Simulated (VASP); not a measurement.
ZnO:

```
Zn O
1.0
     0.00000    2.13377    2.13377
     2.13377    0.00000    2.13377
     2.13377    2.13377    0.00000
Zn O
1 1
Direct
  0.00000 0.00000 0.00000
  0.50000 0.50000 0.50000
```

Base run:

```yaml
Program: VASP 6.6.1
Functional: r2SCAN
Potentials_or_basis: VASP PAW PBE potentials, release 64 (Zn, O)
Cutoff: 520 eV
k_mesh: 8 × 8 × 8
Occupations: gaussian, width 0.01 eV
Spin: no spin polarisation
```

Its results: band gap on the k mesh 1.55 eV (least direct gap 2.98 eV); pressure 1.5 GPa.

Problem. The run is repeated on the same cell with these changes: k mesh from 8 × 8 × 8 to 5 × 5 × 5. What comes out?

Solution. Band gap on the k mesh 1.64 eV (least direct gap 2.98 eV); pressure 1.4 GPa.

Caveats: some runs use coarse meshes; the PAW data sets were made with another functional, which shifts forces and pressure a little; an odd mesh through Γ misses points on the zone boundary, where band edges can lie (at least some runs).
